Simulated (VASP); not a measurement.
# Al32NiO48 (a cell with a defect) in VASP: further runs, part 2 of 3

VASP 6.6.1.

### Step 3. Single point, PBE

INCAR reads:

```
ALGO = Normal
EDIFF = 1E-6
ENCUT = 520
GGA = PE
GGA_COMPAT = F
ISIF = 2
ISMEAR = -1
LASPH = T
LCHARG = F
LREAL = Auto
LWAVE = F
NBANDS = 243
NELM = 120
PREC = Accurate
SIGMA = 0.01
```

KPOINTS reads:

```
k-points
0
Gamma
  1 1 1
```

POSCAR reads:

```
Al32NiO48
1.0
    4.8078835200      2.7758328500      8.7484141900
   -4.8078835200      2.7758328500      8.7484141900
    0.0000000000     -5.5516656900      8.7484141900
Al O Ni
32 48 1
Direct
    0.3275336508      0.3257565782      0.3342367995
    0.4260074608      0.4278012152      0.4309907438
    0.0699379376      0.0705022746      0.0726393189
    0.1650541920      0.1614383809      0.1802058417
    0.3225132820      0.3214755286      0.8290973802
    0.4424435886      0.4385167775      0.9111469956
    0.0729658280      0.0732358462      0.5749344087
    0.1745222947      0.1759668621      0.6768622060
    0.3231980550      0.8210255983      0.3267616503
    0.4263676219      0.9240419137      0.4277018236
    0.0717625594      0.5769119300      0.0703630894
    0.1746052399      0.6792118854      0.1796039399
    0.3219037544      0.8274999023      0.8244865670
    0.4252666665      0.9264351279      0.9276136497
    0.0724742805      0.5732357927      0.5781291359
    0.1753808756      0.6766391665      0.6761193258
    0.8198546132      0.3248370108      0.3264660742
    0.9250695529      0.4259530098      0.4265887601
    0.5770373074      0.0692735618      0.0725687145
    0.6760980474      0.1746275914      0.1774796326
    0.8270132285      0.3236628822      0.8223824551
    0.9234621419      0.4257948206      0.9287674227
    0.5734806635      0.0733286703      0.5755731358
    0.6753730294      0.1752453958      0.6779347496
    0.8229721027      0.8228528385      0.3235493289
    0.9233586097      0.9237643473      0.4293056820
    0.5722770994      0.5743227693      0.0755371181
    0.6753083413      0.6759138978      0.1768497075
    0.8234119212      0.8235755572      0.8247053326
    0.9266684309      0.9264827014      0.9248162839
    0.5753543430      0.5759037394      0.5701457352
    0.6765700653      0.6779931602      0.6755044560
    0.2181609807      0.0236557797      0.3787742834
    0.4786136582      0.1172657760      0.2873765865
    0.0152893374      0.3779370936      0.2262764207
    0.3843351572      0.1743212362      0.0239852702
    0.1236715473      0.2795001099      0.4743704052
    0.2873463380      0.4920380875      0.1249803256
    0.2202539774      0.0286506302      0.8744411563
    0.4719603103      0.1246104244      0.7743971745
    0.0270358358      0.3745330370      0.7236628228
    0.3732187444      0.2226269190      0.5321816063
    0.1210692398      0.2756802031      0.9742999183
    0.2776533586      0.4706250139      0.6291016704
    0.2212857222      0.5299730748      0.3803241302
    0.4713304752      0.6244936562      0.2800423511
    0.0234209158      0.8745626854      0.2236751887
    0.3749263614      0.7254046530      0.0274922938
    0.1231062371      0.7769369541      0.4748689849
    0.2682651600      0.9609365930      0.1326785062
    0.2213001798      0.5315828112      0.8713645590
    0.4736721730      0.6333030714      0.7719952389
    0.0278109150      0.8744628829      0.7224531951
    0.3749908608      0.7207554955      0.5293274494
    0.1238061532      0.7802860419      0.9707519948
    0.2776479924      0.9721750120      0.6248574303
    0.7215994325      0.0269365588      0.3770925965
    0.9651402908      0.1238934136      0.2814707877
    0.5304620279      0.3729608855      0.2262233050
    0.8737629205      0.2211817174      0.0290619517
    0.6238367448      0.2785504660      0.4748607340
    0.7754539763      0.4722614358      0.1263144251
    0.7246037275      0.0270618095      0.8737310057
    0.9726068193      0.1246535724      0.7780848144
    0.5285039997      0.3750883381      0.7254240749
    0.8736108654      0.2211574560      0.5307575146
    0.6316069365      0.2764913712      0.9693783871
    0.7775032339      0.4721737000      0.6255184775
    0.7184514701      0.5285897851      0.3766589854
    0.9717949573      0.6237845413      0.2781275278
    0.5281531045      0.8719752399      0.2254866757
    0.8733766167      0.7223522233      0.0283094219
    0.6263380527      0.7769334355      0.4712619476
    0.7787679559      0.9706058360      0.1242806855
    0.7199886357      0.5287152030      0.8761591081
    0.9695635358      0.6240651101      0.7804666143
    0.5278427621      0.8758263968      0.7217195604
    0.8751098145      0.7206104120      0.5293392063
    0.6235162025      0.7794146782      0.9735277892
    0.7780050145      0.9707111367      0.6263178123
    0.2928099965      0.3010297781      0.1476639956
```

Potentials or basis: VASP PAW PBE potentials, release 64 (Al, O, Ni).

The run is started by

```console
> cat potpaw_PBE.64/Al/POTCAR potpaw_PBE.64/O/POTCAR potpaw_PBE.64/Ni/POTCAR > POTCAR
> mpirun -np 1 vasp_gam > vasp.out
```

OUTCAR:

```text
EDIFF = 1E-6
   ENCUT = 520
   GGA = PE
   ISIF = 2
   ISMEAR = -1
   LASPH = T
   LREAL = Auto
   NELM = 120
   PREC = Accurate

 ion  position               nearest neighbor table
   1  0.328  0.326  0.334-  42 1.90  37 1.92  59 1.94  38 1.95  45 1.95  34 1.96  81 2.32   2 2.60
                             8 2.76  20 2.81  12 2.84  10 3.32  18 3.32
   2  0.426  0.428  0.431-  44 1.85  46 1.86  61 1.86  45 1.99  42 2.01  59 2.01   1 2.60  15 2.83
                            23 2.83  27 2.84   9 3.20  17 3.21   5 3.24
   3  0.070  0.071  0.073-  60 1.84  39 1.85  47 1.85  50 1.97  43 2.01  58 2.04   4 2.57  14 2.83
                            22 2.84  26 2.85  12 3.18  20 3.20   8 3.22
   4  0.165  0.161  0.180-  58 1.88  33 1.90  36 1.93  50 1.93  43 1.94  35 2.02  81 2.25   3 2.57
                             9 2.75  17 2.79   5 2.85   7 3.28
   5  0.323  0.321  0.829-  44 1.88  43 1.89  40 1.90  36 1.92  51 2.00  65 2.02   6 2.80  24 2.83
                             4 2.85  16 2.85  81 3.03  14 3.23   2 3.24  22 3.26
   6  0.442  0.439  0.911-  52 1.78  67 1.86  65 1.94  38 2.03  51 2.11  81 2.16  36 2.58  31 2.71
                             5 2.80  19 2.95  11 2.96  21 3.13  13 3.17  32 3.35
   7  0.073  0.073  0.575-  33 1.87  53 1.87  66 1.87  64 1.99  56 1.99  37 2.01   8 2.68  30 2.80
                            18 2.82  10 2.83  16 3.24  24 3.25   4 3.28
   8  0.175  0.176  0.677-  39 1.86  42 1.87  41 1.87  37 1.97  64 1.97  56 1.99   7 2.68   1 2.76
                            21 2.78  13 2.79   3 3.22  15 3.25  23 3.26
   9  0.323  0.821  0.327-  46 1.86  50 1.87  49 1.88  33 1.98  54 1.98  71 2.00  10 2.69   4 2.75
                            16 2.80  28 2.82   2 3.20  14 3.26  26 3.27
  10  0.426  0.924  0.428-  34 1.85  56 1.87  73 1.87  71 1.98  54 1.99  33 2.02   9 2.69  31 2.79
                             7 2.83  19 2.84  25 3.24  13 3.25   1 3.32
  11  0.072  0.577  0.070-  72 1.85  51 1.87  35 1.93  55 1.99  70 2.01  38 2.17  81 2.47  12 2.75
                            30 2.80  18 2.85   6 2.96  16 3.22  28 3.24
  12  0.175  0.679  0.180-  38 1.83  47 1.84  48 1.89  45 1.89  70 2.01  55 2.04  11 2.75  25 2.81
                            13 2.84   1 2.84   3 3.18  27 3.24  15 3.25
  13  0.322  0.827  0.824-  52 1.87  56 1.87  55 1.87  39 1.96  77 1.99  48 1.99  14 2.67   8 2.79
[... 85 lines left out ...]
  79  0.624  0.779  0.974-  14 1.87  29 1.88  28 1.98  27 2.00
  80  0.778  0.971  0.626-  26 1.86  29 1.87  23 1.99  24 2.00
  81  0.293  0.301  0.148-  38 1.83  36 1.84   6 2.16  35 2.24   4 2.25  34 2.30   1 2.32  11 2.47
                            19 2.55   5 3.03

  LATTYP: Found a trigonal (rhomboedric) cell.
[... 305 lines left out ...]
   NGX = 39   NGY = 39   NGZ = 39

 number of electron     394.0000016 magnetization

 Free energy of the ion-electron system (eV)
  ---------------------------------------------------
  ext. energy  EPLUGINS =         0.00000000
  ---------------------------------------------------
  free energy    TOTEN  =      -596.42470871 eV

  energy without entropy =     -596.42470871  energy(sigma->0) =     -596.42470871

 E-fermi :   9.8536     XC(G=0): -11.6469

 val. band max:        9.5680512130   @ k =   0.0000   0.0000   0.0000
 cond. band min:      11.7596106257   @ k =   0.0000   0.0000   0.0000
 fundamental gap:      2.1915594128
 Fermi energy:         9.8536100663

 k-point     1 :       0.0000    0.0000    0.0000
  band No.  band energies     occupation
      1     -13.0825      2.00000
      2     -12.1924      2.00000
      3     -12.1392      2.00000
      4     -12.0558      2.00000
      5     -12.0215      2.00000
      6     -12.0042      2.00000
[... 201 lines left out ...]
    208      15.2135      0.00000
    209      15.2489      0.00000
 [bands above 209 left out]

------------------------ aborting loop because EDIFF is reached ----------------------------------------

  FORCE on cell =-STRESS in cart. coord.  units (eV):
  Direction    XX          YY          ZZ          XY          YZ          ZX
  --------------------------------------------------------------------------------------
  -------------------------------------------------------------------------------------
  Total       16.8538791     19.0679740     21.0783779      0.0267193      2.5039324     -0.6186300
  in kB       38.5462933     43.6101217     48.2080910      0.0611093      5.7267120     -1.4148609
  external PRESSURE =      43.4548354 kB  Pullay stress =       0.0000000 kB

 VOLUME and BASIS-vectors are now :
 -----------------------------------------------------------------------------
  energy-cutoff  :      520.00
  volume of cell :      700.53
      direct lattice vectors                 reciprocal lattice vectors
     4.807883520  2.775832850  8.748414190     0.103995864  0.060042040  0.038102144
    -4.807883520  2.775832850  8.748414190    -0.103995864  0.060042040  0.038102144
     0.000000000 -5.551665690  8.748414190     0.000000000 -0.120084080  0.038102144

 POSITION                                       TOTAL-FORCE (eV/Angst)
 -----------------------------------------------------------------------------------
      0.00854     -0.04215      8.63930        -0.001917     -0.023989      0.012095
     -0.00862     -0.02269     11.23996         0.003616     -0.003966      0.009454
     -0.00271     -0.01343      1.86411         0.003765     -0.000785     -0.009255
      0.01738     -0.09415      4.43281        -0.015944     -0.002760     -0.017521
      0.00499     -2.81527     12.88717        -0.000160     -0.000701      0.002119
      0.01888     -2.61298     15.67810        -0.001892      0.023017     -0.012841
[... 73 lines left out ...]
     -0.92651      1.37704     20.77778         0.005892     -0.002036      0.001380
     -0.03952      0.82862      6.48698        -0.008840     -0.053099      0.010267
 -----------------------------------------------------------------------------------
    total drift:                                0.006866     -0.022929      0.004920

  FREE ENERGIE OF THE ION-ELECTRON SYSTEM (eV)
  ---------------------------------------------------
  free  energy   TOTEN  =      -596.4247087104 eV

  energy  without entropy=     -596.4247087104  energy(sigma->0) =     -596.42470871
```

It took 5.6 min on 1 thread of AMD EPYC 9R45 (Zen 5), shared host; peak memory 0.92 GiB.

What came out:

| Item | Value |
| --- | --- |
| Free energy | -596.4247 eV |
| Pressure | 4.3 GPa |
| Largest force | 0.055 eV/Å |
| Band gap on the k mesh | 2.19 eV |

Forces in eV/Å, atoms in the order of the input:
```
Al  -0.002 -0.024  0.012
Al   0.004 -0.004  0.009
Al   0.004 -0.001 -0.009
Al  -0.016 -0.003 -0.018
Al   0.000 -0.001  0.002
Al  -0.002  0.023 -0.013
Al  -0.003 -0.002 -0.005
Al   0.003 -0.001  0.014
Al   0.002  0.000 -0.016
Al   0.001 -0.007  0.018
Al   0.002  0.002 -0.010
Al  -0.002  0.005  0.013
Al   0.004  0.002 -0.011
Al  -0.002  0.002  0.008
Al  -0.002 -0.002 -0.008
Al  -0.003  0.002  0.006
Al  -0.001 -0.002 -0.014
Al   0.002  0.003  0.013
Al   0.006  0.006 -0.003
Al   0.001  0.002  0.011
Al  -0.002  0.004 -0.007
Al   0.003 -0.001  0.007
Al  -0.001  0.000 -0.011
Al  -0.002 -0.005  0.007
Al  -0.003  0.000 -0.009
Al  -0.001  0.002  0.008
Al   0.000  0.001 -0.012
Al   0.006  0.000  0.006
Al  -0.003  0.001 -0.006
Al  -0.001  0.003  0.008
Al  -0.001 -0.002 -0.006
Al  -0.002 -0.001  0.012
O   -0.002  0.007  0.000
O   -0.001  0.002 -0.010
O    0.011 -0.002 -0.002
O    0.038  0.013 -0.033
O   -0.001  0.006 -0.002
O   -0.016  0.020  0.032
O   -0.003 -0.001  0.001
O    0.000  0.001 -0.003
O   -0.003  0.003  0.002
O    0.001 -0.001  0.003
O   -0.001 -0.001  0.003
O    0.002  0.002  0.003
O   -0.010  0.001 -0.004
O    0.000 -0.001  0.000
O   -0.005  0.002  0.001
O   -0.001 -0.007 -0.003
O    0.000  0.003  0.002
O    0.003  0.003  0.001
O    0.000  0.002  0.001
O   -0.004 -0.005  0.004
O   -0.001  0.003 -0.001
O    0.001 -0.003 -0.003
O    0.002 -0.001  0.002
O    0.000  0.002 -0.004
O   -0.003  0.000  0.001
O    0.000 -0.004  0.001
O    0.004  0.006  0.001
O   -0.002 -0.003 -0.003
O   -0.001  0.004  0.000
O    0.001  0.001 -0.002
O    0.002  0.000  0.001
O   -0.002 -0.003  0.001
O    0.001  0.001 -0.002
O    0.005  0.001  0.000
O   -0.005  0.002  0.004
O    0.004  0.000  0.001
O   -0.001  0.001  0.000
O    0.001  0.001 -0.002
O   -0.005  0.000  0.002
O   -0.001 -0.005 -0.001
O   -0.001  0.004 -0.002
O    0.007  0.001 -0.003
O   -0.005  0.000  0.002
O   -0.002 -0.003  0.001
O    0.002  0.002  0.001
O    0.006 -0.003  0.000
O   -0.002  0.002  0.002
O    0.006 -0.002  0.001
Ni  -0.009 -0.053  0.010
```

Levels at points of the mesh, in eV from the valence-band top:
| k point | band 195 | band 196 | band 197 | band 198 | band 199 | band 200 |
| --- | --- | --- | --- | --- | --- | --- |
| (0.00, 0.00, 0.00) | -0.60 | -0.31 | 0.00 | 2.19 | 4.00 | 4.21 |

Caveat: the k points lie up to 0.79 Å⁻¹ apart. Spin polarisation is off, so any magnetic state and its effect on volume and gap are missing.

### Step 4. Single point, PBE

INCAR: that of step 3 with these lines changed.

```diff
@@ -8,4 +8,6 @@
 LASPH = T
-LCHARG = F
+LCHARG = T
+LELF = T
 LREAL = Auto
+LVHAR = T
 LWAVE = F
```

KPOINTS is that of step 3.

POSCAR reads:

```
Al32NiO48
1.0
    4.8078835200      2.7758328500      8.7484141900
   -4.8078835200      2.7758328500      8.7484141900
    0.0000000000     -5.5516656900      8.7484141900
Al O Ni
32 48 1
Direct
    0.3110139217      0.3079554034      0.3387540769
    0.4281974444      0.4276196434      0.4206872885
    0.0737394831      0.0748331036      0.0730110006
    0.1753064146      0.1779354300      0.1743248549
    0.3217733759      0.3241756803      0.8188224694
    0.4237296742      0.4228635966      0.9154905384
    0.0716266783      0.0735768087      0.5743724113
    0.1736939384      0.1748064862      0.6797491307
    0.3238416434      0.8267390181      0.3210938295
    0.4259028322      0.9233029855      0.4274417738
    0.0703641462      0.5755862445      0.0703061632
    0.1729282879      0.6783122037      0.1793545173
    0.3236378065      0.8250904706      0.8232782632
    0.4248126245      0.9303159276      0.9233800515
    0.0729924416      0.5747699888      0.5736900258
    0.1763322042      0.6777280866      0.6716866287
    0.8231731906      0.3249250550      0.3222481189
    0.9221341126      0.4282525554      0.4254001961
    0.5749225364      0.0741820360      0.0723937315
    0.6803855297      0.1731540234      0.1772914986
    0.8255500247      0.3238205235      0.8221281286
    0.9285514081      0.4270261548      0.9231039864
    0.5744020578      0.0748026000      0.5719158525
    0.6762953815      0.1767375220      0.6742923592
    0.8231696502      0.8234627106      0.3250527499
    0.9260285750      0.9267563381      0.4251619888
    0.5880348423      0.5851599807      0.0697827915
    0.6791328048      0.6802863269      0.1772254198
    0.8258297523      0.8268374722      0.8205780438
    0.9267446754      0.9272286721      0.9263366003
    0.5736264180      0.5757487656      0.5729241581
    0.6763281783      0.6772289905      0.6749620137
    0.2208531539      0.0301987846      0.3737098619
    0.4729858777      0.1187202236      0.2804899143
    0.0241629629      0.3752769183      0.2223781857
    0.3766308052      0.2197607403      0.0235935034
    0.1163299683      0.2765068937      0.4778777423
    0.2575091555      0.4628664600      0.1249521021
    0.2210275946      0.0316956367      0.8732172861
    0.4710504551      0.1263422289      0.7750175311
    0.0288268199      0.3751910763      0.7205443144
    0.3745207721      0.2216736832      0.5244916241
    0.1250951680      0.2788657402      0.9698218985
    0.2789561570      0.4725222025      0.6207171881
    0.2180959218      0.5287663017      0.3784211463
    0.4739155578      0.6291343764      0.2755443731
    0.0273591640      0.8767089835      0.2215486542
    0.3718019391      0.7347695511      0.0235582437
    0.1255571874      0.7805969751      0.4693667877
    0.2773778215      0.9747212546      0.1235426961
    0.2195843806      0.5289512764      0.8695073039
    0.4700833455      0.6265617620      0.7754691573
    0.0289902997      0.8750636255      0.7205159329
    0.3750417036      0.7231817933      0.5261759304
    0.1258086477      0.7783999568      0.9717319538
    0.2773996616      0.9726773209      0.6243713053
    0.7226089699      0.0255282303      0.3761434736
    0.9701949035      0.1266723882      0.2763183783
    0.5754540822      0.3657545344      0.2258896458
    0.8776952346      0.2220108805      0.0243466317
    0.6250214454      0.2781919115      0.4755501239
    0.7886687035      0.4819674297      0.1171791595
    0.7226491086      0.0286385349      0.8727773232
    0.9726529127      0.1238538553      0.7786105555
    0.5269431600      0.3770368661      0.7176547859
    0.8738034985      0.2223528161      0.5281318924
    0.6322632613      0.2716532355      0.9626487624
    0.7774179517      0.4725740440      0.6249898747
    0.7209487314      0.5299314165      0.3754221386
    0.9692752894      0.6263817910      0.2791056644
    0.5284218932      0.8764746264      0.2207947990
    0.8750345929      0.7268070002      0.0261834056
    0.6249258551      0.7776200701      0.4717566220
    0.7790114128      0.9714204003      0.1256208798
    0.7258666166      0.5319985671      0.8711748452
    0.9726489476      0.6270885793      0.7749701114
    0.5284725528      0.8765835236      0.7190924374
    0.8751283439      0.7223573799      0.5274208703
    0.6257025789      0.7850473294      0.9684032214
    0.7789135335      0.9721800709      0.6235456787
    0.4488825985      0.4571660770      0.1019536674
```

The run is started by

```console
> cat potpaw_PBE.64/Al/POTCAR potpaw_PBE.64/O/POTCAR potpaw_PBE.64/Ni/POTCAR > POTCAR
> mpirun -np 1 vasp_gam > vasp.out
```

It took 5.7 min on 1 thread of AMD EPYC 9R45 (Zen 5), shared host; peak memory 0.93 GiB.

It converged, with:

```
Free energy            : -596.4249 eV
Pressure               : 4.3 GPa
Largest force          : 0.040 eV/Å
Band gap on the k mesh : 2.18 eV
```

Forces in eV/Å, atoms in the order of the input:
```
Al   0.004 -0.018  0.004
Al   0.001 -0.007  0.012
Al   0.001 -0.003 -0.005
Al  -0.002  0.001  0.004
Al   0.005  0.000 -0.005
Al   0.009  0.013 -0.021
Al  -0.004  0.004 -0.011
Al  -0.002  0.004  0.006
Al   0.000  0.000 -0.010
Al   0.004 -0.006  0.006
Al  -0.005 -0.006 -0.017
Al  -0.015 -0.010  0.006
Al  -0.003  0.005 -0.007
Al  -0.003  0.001  0.014
Al  -0.006 -0.005 -0.005
Al  -0.002  0.002  0.010
Al  -0.002 -0.002 -0.010
Al   0.001 -0.001  0.008
Al   0.000 -0.001 -0.010
Al   0.016 -0.009  0.001
Al   0.000  0.003 -0.008
Al   0.003 -0.005  0.013
Al  -0.001  0.001 -0.003
Al  -0.002 -0.003  0.008
Al  -0.001 -0.002 -0.004
Al   0.000  0.002  0.009
Al  -0.006  0.015  0.018
Al   0.004  0.000  0.004
Al   0.000 -0.001 -0.010
Al  -0.005 -0.001  0.008
Al   0.004 -0.001 -0.015
Al   0.001  0.003  0.010
O   -0.002  0.000  0.002
O    0.001 -0.001 -0.002
O    0.004  0.009  0.007
O    0.002 -0.004  0.006
O   -0.006  0.002 -0.005
O   -0.013 -0.014 -0.020
O    0.003 -0.003  0.000
O   -0.001 -0.002  0.000
O    0.000  0.007  0.001
O    0.001  0.003  0.001
O    0.001  0.004  0.001
O    0.003  0.003 -0.003
O   -0.002 -0.007  0.002
O   -0.001 -0.004 -0.003
O    0.000  0.006  0.001
O   -0.002  0.005  0.004
O   -0.002  0.003 -0.001
O    0.003  0.000 -0.001
O   -0.009 -0.003  0.010
O   -0.002 -0.003 -0.001
O    0.003  0.003  0.002
O   -0.001  0.000 -0.001
O    0.008  0.000  0.004
O    0.004  0.000 -0.001
O   -0.003  0.001 -0.004
O    0.000 -0.004 -0.001
O    0.021 -0.017  0.025
O   -0.006 -0.003 -0.005
O   -0.006  0.007 -0.005
O    0.005 -0.004  0.000
O   -0.006  0.000  0.002
O   -0.001 -0.004 -0.001
O    0.005  0.002 -0.002
O    0.004 -0.003  0.002
O    0.003  0.009 -0.005
O    0.001 -0.004  0.002
O   -0.006  0.002  0.000
O    0.008  0.003  0.000
O   -0.001  0.003  0.002
O   -0.004 -0.001 -0.001
O   -0.002  0.000 -0.001
O    0.003  0.001 -0.001
O   -0.002 -0.001 -0.001
O   -0.002 -0.002 -0.002
O    0.002 -0.003 -0.002
O    0.004 -0.004  0.001
O    0.000  0.005  0.003
O    0.004 -0.001 -0.001
Ni  -0.006  0.040 -0.004
```

Stress tensor (GPa, compression positive):
```
 3.84 -0.01  0.14
-0.01  4.36  0.57
 0.14  0.57  4.81
```

Levels at points of the mesh, in eV from the valence-band top:
```tsv
k point	band 193	band 194	band 195	band 196	band 197	band 198	band 199	band 200	band 201	band 202
(0.00, 0.00, 0.00)	-1.11	-0.74	-0.61	-0.31	0.00	2.18	3.99	4.21	4.48	4.86
```

Caveat: the k points lie up to 0.79 Å⁻¹ apart. Spin polarisation is off, so any magnetic state and its effect on volume and gap are missing.

(Continued in part 3 of 3.)
